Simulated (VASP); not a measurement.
# TiSi16 (a cell with a defect) in VASP: a series of runs

TiSi16 (a cell with a defect) is run at these levels: PBE; tasks: single point.

Program: VASP 6.6.1. These are calculated values, not measurements. Logs are shortened: lines on timing, memory, paths and dates and some standing lists are left out, and cuts for length are marked.

## (1) The cell of the first run

The cell holds a defect, 17 atoms: a = 7.679 Å, b = 7.679 Å, c = 7.679 Å, α = 60.00°, β = 60.00°, γ = 60.00°.

## (2) Single point, PBE

File INCAR:

```
PREC = Accurate
ENCUT = 520
EDIFF = 1E-6
ISMEAR = -1
SIGMA = 0.02
LREAL = Auto
LASPH = T
NELM = 60
ALGO = Normal
ISIF = 2
LWAVE = F
LCHARG = F
GGA = PE
NBANDS = 52
```

File KPOINTS:

```
Automatic mesh
0
Gamma
  2 2 2
```

File POSCAR:

```
TiSi16
1.0
    0.0000000000      5.4300000000      5.4300000000
    5.4300000000      0.0000000000      5.4300000000
    5.4300000000      5.4300000000      0.0000000000
Si Ti
16 1
Direct
    0.0351565378     -0.0089502762     -0.0160957643
    0.1293001842      0.1344383057      0.1321731123
   -0.0109852670      0.0280939227      0.4963996317
    0.1449355433      0.1606629834      0.5971823204
   -0.0458471455      0.4832320442      0.0395672192
    0.1245488029      0.6193370166      0.1157642726
    0.0191344383      0.5166114180      0.4823756906
    0.0906261510      0.6453406998      0.6582872928
    0.5157918969      0.0002302026     -0.0015193370
    0.6482780847      0.1108011050      0.1498434622
    0.4941344383     -0.0176519337      0.5063812155
    0.6105616943      0.1184069982      0.6327900552
    0.4947237569      0.4938766114      0.0263075506
    0.6015009208      0.6504143646      0.1536924494
    0.4844014733      0.4908655617      0.5470718232
    0.6519152855      0.6283425414      0.6346961326
    0.7654880295      0.2500552486      0.7506998158
```

Potentials or basis: VASP PAW PBE potentials, release 64 (Si, Ti_sv).

The run is started by

```console
$ cat potpaw_PBE.64/Si/POTCAR potpaw_PBE.64/Ti_sv/POTCAR > POTCAR
$ mpirun -np 1 vasp_std > vasp.out
```

OUTCAR:

```text
PREC = Accurate
   ENCUT = 520
   EDIFF = 1E-6
   ISMEAR = -1
   LREAL = Auto
   LASPH = T
   NELM = 60
   ISIF = 2
   GGA = PE

 ion  position               nearest neighbor table
   1  0.035  0.991  0.984-   6 2.34   2 2.43  10 2.44   4 2.44  17 2.73
   2  0.129  0.134  0.132-   5 2.22   3 2.29   9 2.42   1 2.43
   3  0.989  0.028  0.496-   2 2.29  12 2.39   8 2.41   4 2.45  17 2.59
   4  0.145  0.161  0.597-  11 2.23   7 2.23  17 2.39   1 2.44   3 2.45
   5  0.954  0.483  0.040-   2 2.22  14 2.24   8 2.41   6 2.43
   6  0.125  0.619  0.116-   7 2.31  13 2.33   1 2.34   5 2.43
   7  0.019  0.517  0.482-   4 2.23  16 2.31   6 2.31   8 2.39  17 2.83
   8  0.091  0.645  0.658-   7 2.39   5 2.41   3 2.41  15 2.47
   9  0.516  0.000  0.998-  14 2.21  12 2.30   2 2.42  10 2.48  17 2.71
  10  0.648  0.111  0.150-  11 2.26  13 2.41   1 2.44   9 2.48  17 2.50
  11  0.494  0.982  0.506-   4 2.23  16 2.25  10 2.26  12 2.38
  12  0.611  0.118  0.633-   9 2.30  15 2.35  11 2.38   3 2.39  17 2.54
  13  0.495  0.494  0.026-   6 2.33  10 2.41  14 2.46  16 2.47  17 2.82
  14  0.602  0.650  0.154-   9 2.21   5 2.24  13 2.46  15 2.47
  15  0.484  0.491  0.547-  12 2.35  14 2.47   8 2.47  16 2.48  17 2.65
  16  0.652  0.628  0.635-  11 2.25   7 2.31  17 2.38  13 2.47  15 2.48
  17  0.765  0.250  0.751-  16 2.38   4 2.39  10 2.50  12 2.54   3 2.59  15 2.65   9 2.71   1 2.73
                            13 2.82   7 2.83

  LATTYP: Found a face centered cubic cell.
 ALAT       =    10.8600000000

  Lattice vectors:

 A1 = (   0.0000000000,   5.4300000000,   5.4300000000)
 A2 = (   5.4300000000,   0.0000000000,   5.4300000000)
 A3 = (   5.4300000000,   5.4300000000,   0.0000000000)

Analysis of symmetry for initial positions (statically):
=====================================================================
 Subroutine PRICEL returns:
 Original cell was already a primitive cell.

 Routine SETGRP: Setting up the symmetry group for a
 face centered cubic supercell.

 Subroutine GETGRP returns: Found  1 space group operations
 (whereof  1 operations were pure point group operations)
 out of a pool of 48 trial point group operations.

The static configuration has the point symmetry C_1 .

Analysis of symmetry for dynamics (positions and initial velocities):
=====================================================================
 Subroutine PRICEL returns:
 Original cell was already a primitive cell.

 Routine SETGRP: Setting up the symmetry group for a
 face centered cubic supercell.

 Subroutine GETGRP returns: Found  1 space group operations
 (whereof  1 operations were pure point group operations)
 out of a pool of 48 trial point group operations.

The dynamic configuration has the point symmetry C_1 .

 Subroutine INISYM returns: Found  1 space group operations
 (whereof  1 operations are pure point group operations),
 and found     1 'primitive' translations

----------------------------------------------------------------------------------------

                                     Primitive cell

  volume of cell :     320.2060

  direct lattice vectors                    reciprocal lattice vectors
     0.000000000  5.430000000  5.430000000    -0.092081031  0.092081031  0.092081031
     5.430000000  0.000000000  5.430000000     0.092081031 -0.092081031  0.092081031
     5.430000000  5.430000000  0.000000000     0.092081031  0.092081031 -0.092081031

  length of vectors
     7.679179644  7.679179644  7.679179644     0.159489025  0.159489025  0.159489025

  position of ions in fractional coordinates (direct lattice)
     0.035156538  0.991049724  0.983904236
     0.129300184  0.134438306  0.132173112
     0.989014733  0.028093923  0.496399632
     0.144935543  0.160662983  0.597182320
     0.954152855  0.483232044  0.039567219
     0.124548803  0.619337017  0.115764273
[... 9 lines left out ...]
     0.651915286  0.628342541  0.634696133
     0.765488029  0.250055249  0.750699816

  ion indices of the primitive-cell ions
   primitive index   ion index
                 1           1
                 2           2
                 3           3
                 4           4
                 5           5
                 6           6
[... 9 lines left out ...]
                16          16
                17          17

----------------------------------------------------------------------------------------

 KPOINTS: Automatic mesh

Automatic generation of k-mesh.
 Grid dimensions read from file:
 generate k-points for:    2    2    2

 Generating k-lattice:

  Cartesian coordinates                     Fractional coordinates (reciprocal lattice)
    -0.046040516  0.046040516  0.046040516     0.500000000  0.000000000  0.000000000
     0.046040516 -0.046040516  0.046040516     0.000000000  0.500000000  0.000000000
     0.046040516  0.046040516 -0.046040516     0.000000000  0.000000000  0.500000000

  Length of vectors
     0.079744512  0.079744512  0.079744512

  Shift w.r.t. Gamma in fractional coordinates (k-lattice)
     0.000000000  0.000000000  0.000000000

 Subroutine IBZKPT returns following result:
 ===========================================

 Found      8 irreducible k-points:

 Following reciprocal coordinates:
            Coordinates               Weight
  0.000000  0.000000  0.000000      1.000000
  0.500000  0.000000  0.000000      1.000000
  0.000000  0.500000  0.000000      1.000000
  0.000000  0.000000  0.500000      1.000000
  0.500000  0.500000  0.500000      1.000000
  0.500000  0.500000  0.000000      1.000000
  0.000000  0.500000  0.500000      1.000000
  0.500000  0.000000  0.500000      1.000000
   k-points           NKPTS =      8   k-points in BZ     NKDIM =      8   number of bands    NBANDS=     52
   number of dos      NEDOS =    301   number of ions     NIONS =     17
   total plane-waves  NPLWV = 216000
   dimension x,y,z NGX =    60 NGY =   60 NGZ =   60
   dimension x,y,z NGXF=   120 NGYF=  120 NGZF=  120
   ions per type =              16   1
   NGX,Y,Z   is equivalent  to a cutoff of  12.99, 12.99, 12.99 a.u.
   NGXF,Y,Z  is equivalent  to a cutoff of  25.98, 25.98, 25.98 a.u.
 SYSTEM =  unknown system
   PREC   = accura    normal or accurate (medium, high low for compatibility)
   ISTART =      0    job   : 0-new  1-cont  2-samecut
   ICHARG =      2    charge: 1-file 2-atom 10-const
   ISPIN  =      1    spin polarized calculation?
   LNONCOLLINEAR =      F non collinear calculations
   LSORBIT =      F    spin-orbit coupling
   LASPH  =      T    aspherical Exc in radial PAW
   ENCUT  =  520.0 eV  38.22 Ry    6.18 a.u.  14.28 14.28 14.28*2*pi/ulx,y,z
   NELM   =     60;   NELMIN=  2; NELMDL= -5     # of ELM steps
   EDIFF  = 0.1E-05   stopping-criterion for ELM
   LREAL  =      T    real-space projection
   EDIFFG = 0.1E-04   stopping-criterion for IOM
   NSW    =      0    number of steps for IOM
   IBRION =     -1    ionic relax: 0-MD 1-quasi-New 2-CG
   NFREE  =      0    steps in history (QN), initial steepest desc. (CG)
   ISIF   =      2    stress and relaxation
   ISYM   =      2    0-nonsym 1-usesym 2-fastsym
   POTIM  = 0.5000    time-step for ionic-motion
   TEBEG  =    0.0;   TEEND  =   0.0 temperature during run
   PSTRESS=    0.0 pullay stress
   NELECT =      76.0000    total number of electrons
   NUPDOWN=      -1.0000    fix difference up-down
   EMIN   =  10.00;   EMAX   =-10.00  energy-range for DOS
   EFERMI =   0.00;   METHOD = LEGACY
   ISMEAR =    -1;   SIGMA  =   0.02  broadening in eV -4-tet -1-fermi 0-gaus
   EFERMI_NEDOS =   21; number of points for ismear=-14 and -15
   IALGO  =     38    algorithm
   IMIX   =      4    mixing-type and parameters
     AMIX     =   0.40;   BMIX     =  1.00
     AMIX_MAG =   1.60;   BMIX_MAG =  1.00
  volume/ion in A,a.u.               =      18.84       127.11
  Fermi-wavevector in a.u.,A,eV,Ry     =   1.013607  1.915439 13.978610  1.027399
  Thomas-Fermi vector in A             =   2.146786
   LORBIT       =      0    0 simple, 1 ext, 2 COOP (PROOUT), +10 PAW based schemes
   GGA     = PE    functional components
   LHFCALC =     F    Hartree Fock is set to
   AEXX    =    0.0000 exact exchange contribution
   IVDW    =     0    specifies the selected vdW correction
   LEPSILON=     F    determine dielectric tensor
   LRPA    =     F    only Hartree local field effects (RPA)
 non-spin polarized calculation
  energy-cutoff  :      520.00
  volume of cell :      320.21
 maximum number of plane-waves:      8646
 NGX is ok and might be reduce to    60
   NGX = 29   NGY = 29   NGZ = 29

 number of electron      75.9999998 magnetization

 Free energy of the ion-electron system (eV)
  ---------------------------------------------------
  ext. energy  EPLUGINS =         0.00000000
  ---------------------------------------------------
  free energy    TOTEN  =       -91.03632456 eV

  energy without entropy =      -91.01860169  energy(sigma->0) =      -91.02746313

 E-fermi :   6.8299     XC(G=0):  -9.7710

 val. band max:        6.8244664302   @ k =   0.0000   0.5000   0.5000
 cond. band min:       6.8307481193   @ k =   0.5000   0.0000   0.5000
 fundamental gap:      0.0062816892
 Fermi energy:         6.8299026608

 k-point     1 :       0.0000    0.0000    0.0000
  band No.  band energies     occupation
      1     -49.8087      2.00000
      2     -26.2271      2.00000
      3     -26.1748      2.00000
      4     -26.1410      2.00000
      5      -5.7478      2.00000
      6      -3.6568      2.00000
[... 42 lines left out ...]
     49       8.3175      0.00000
     50       8.4491      0.00000

 k-point     2 :       0.5000    0.0000    0.0000
  band No.  band energies     occupation
      1     -49.8087      2.00000
      2     -26.2271      2.00000
      3     -26.1748      2.00000
      4     -26.1410      2.00000
      5      -5.0362      2.00000
      6      -4.8449      2.00000
[... 42 lines left out ...]
     49       9.4373      0.00000
     50       9.7231      0.00000

 k-point     3 :       0.0000    0.5000    0.0000
  band No.  band energies     occupation
      1     -49.8087      2.00000
      2     -26.2271      2.00000
      3     -26.1748      2.00000
      4     -26.1410      2.00000
      5      -5.0805      2.00000
      6      -4.7655      2.00000
[... 42 lines left out ...]
     49       9.3625      0.00000
     50       9.7847      0.00000

 k-point     4 :       0.0000    0.0000    0.5000
  band No.  band energies     occupation
      1     -49.8087      2.00000
      2     -26.2271      2.00000
      3     -26.1748      2.00000
      4     -26.1410      2.00000
      5      -5.0754      2.00000
      6      -4.8078      2.00000
[... 42 lines left out ...]
     49       9.4014      0.00000
     50       9.6521      0.00000

 k-point     5 :       0.5000    0.5000    0.5000
  band No.  band energies     occupation
      1     -49.8087      2.00000
      2     -26.2271      2.00000
      3     -26.1748      2.00000
      4     -26.1410      2.00000
      5      -5.0909      2.00000
      6      -4.8253      2.00000
[... 42 lines left out ...]
     49       9.2839      0.00000
     50       9.6939      0.00000

 k-point     6 :       0.5000    0.5000    0.0000
  band No.  band energies     occupation
      1     -49.8087      2.00000
      2     -26.2271      2.00000
      3     -26.1748      2.00000
      4     -26.1410      2.00000
      5      -4.8702      2.00000
      6      -4.4792      2.00000
[... 42 lines left out ...]
     49       9.8975      0.00000
     50      10.3654      0.00000

 k-point     7 :       0.0000    0.5000    0.5000
  band No.  band energies     occupation
      1     -49.8087      2.00000
      2     -26.2271      2.00000
      3     -26.1748      2.00000
      4     -26.1410      2.00000
      5      -4.7735      2.00000
      6      -4.5965      2.00000
[... 42 lines left out ...]
     49       9.8126      0.00000
     50      10.3443      0.00000

 k-point     8 :       0.5000    0.0000    0.5000
  band No.  band energies     occupation
      1     -49.8087      2.00000
      2     -26.2271      2.00000
      3     -26.1748      2.00000
      4     -26.1410      2.00000
      5      -4.7139      2.00000
      6      -4.6716      2.00000
[... 42 lines left out ...]
     49       9.7747      0.00000
     50      10.3057      0.00000
 [bands above 50 left out]

------------------------ aborting loop because EDIFF is reached ----------------------------------------

  FORCE on cell =-STRESS in cart. coord.  units (eV):
  Direction    XX          YY          ZZ          XY          YZ          ZX
  --------------------------------------------------------------------------------------
  -------------------------------------------------------------------------------------
  Total        8.2080650      8.3428282      6.0938115     -6.3837308     -3.7458835     -0.2098090
  in kB       41.0697334     41.7440321     30.4908910    -31.9415262    -18.7428388     -1.0497969
  external PRESSURE =      37.7682188 kB  Pullay stress =       0.0000000 kB

 VOLUME and BASIS-vectors are now :
 -----------------------------------------------------------------------------
  energy-cutoff  :      520.00
  volume of cell :      320.21
      direct lattice vectors                 reciprocal lattice vectors
     0.000000000  5.430000000  5.430000000    -0.092081031  0.092081031  0.092081031
     5.430000000  0.000000000  5.430000000     0.092081031 -0.092081031  0.092081031
     5.430000000  5.430000000  0.000000000     0.092081031  0.092081031 -0.092081031

 POSITION                                       TOTAL-FORCE (eV/Angst)
 -----------------------------------------------------------------------------------
     10.72400      5.53350      5.57230         0.664708      0.190120      0.024869
      1.44770      1.41980      1.43210        -1.696207      0.375698     -0.417357
      2.84800      8.06580      5.52290        -0.387412      0.880914     -0.832622
      4.11510      4.02970      1.65940        -0.366666      0.573503     -0.934700
      2.83880      5.39590      7.80500         0.154998     -0.216239      2.374210
      3.99160      1.30490      4.03930        -0.333689     -0.330331     -0.178580
[... 9 lines left out ...]
      6.85830      6.98630      6.95180         0.492486     -0.188947     -0.744638
      5.43410      8.23290      5.51440         0.456405      0.028229     -0.670467
 -----------------------------------------------------------------------------------
    total drift:                                0.007355      0.000688     -0.000795

  FREE ENERGIE OF THE ION-ELECTRON SYSTEM (eV)
  ---------------------------------------------------
  free  energy   TOTEN  =       -91.0363245583 eV

  energy  without entropy=      -91.0186016943  energy(sigma->0) =      -91.02746313
```

It took 2.7 min on 1 thread of Intel Xeon 6975P-C (Granite Rapids), shared host; peak memory 0.5 GiB.

What came out:

| Property | Result |
| --- | --- |
| Free energy | -91.0363 eV |
| Pressure | 3.8 GPa |
| Largest force | 2.548 eV/Å |
| Band gap on the k mesh | zero (bands 38 and 39 overlap by 0.28 eV) |

Forces on the atoms (eV/Å):
```
Si   0.665  0.190  0.025
Si  -1.696  0.376 -0.417
Si  -0.387  0.881 -0.833
Si  -0.367  0.574 -0.935
Si   0.155 -0.216  2.374
Si  -0.334 -0.330 -0.179
Si   0.816  0.034  0.990
Si  -0.565  0.398  0.305
Si   1.494 -0.717  0.448
Si  -0.635 -0.761  0.614
Si   0.114  0.579  0.746
Si  -0.333 -0.355  0.022
Si   0.180  0.291  0.430
Si  -0.439  0.626 -2.430
Si   0.384 -1.408  0.255
Si   0.492 -0.189 -0.745
Ti   0.456  0.028 -0.670
```

Stress tensor (GPa, compression positive):
```
 4.11 -3.19 -0.10
-3.19  4.17 -1.87
-0.10 -1.87  3.05
```

Caveat: the k points lie up to 0.50 Å⁻¹ apart.

(Continued in part 2 of 3.)
